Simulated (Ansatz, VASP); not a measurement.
TiClF in VASP and in Ansatz

```xyz
3
Lattice="3.6722 0.0000 0.0000 -1.8361 3.1802 0.0000 0.0000 0.0000 4.1021" Properties=species:S:1:pos:R:3 pbc="T T T"
Ti    0.0000    2.1201    2.0510
Cl    0.0000    0.0000    0.0000
F     1.8361    1.0601    2.0510
```

Change from the starting cell: species swapped into the SrSiNi type (P-6m2, No. 187).

Alike in both runs: functional PBE; k mesh 6 × 6 × 4; occupations gaussian, width 0.1 eV; collinear spin.

Ansatz relaxed the structure, and its values are those at the end. VASP's run is a single point on that final structure, the one shown.

```csv
,VASP,Ansatz
version,VASP 6.6.1,Ansatz 0.2.0
potentials or method,"VASP PAW PBE potentials, release 64 (Ti_sv, Cl, F), cutoff 520 eV","scalar-relativistic, plane waves, PAW"
valence electrons in the cell,26,26
```

Ansatz gave:

| Property | Result |
| --- | --- |
| gap on the k mesh at the Fermi level (eV) | none |
| pressure (GPa) | 0.0 |
| net moment per atom (μB) | 0.66 |
| size of the moment on the site where the two differ most (μB) | 1.36 |

Problem. Estimate VASP's values.

Solution. gap on the k mesh at the Fermi level (eV): none; pressure (GPa): 0.1; net moment per atom (μB): 0.66; size of the moment on the site where the two differ most (μB): 1.67.

Site moments also hang on the region over which each program counts them. A gap of «none» marks a metal or a gap that the smearing closes. The functional is the same, so the differences come from potentials, cutoffs and numerics.

The k mesh is coarse, so the values compare programs but aren't converged.
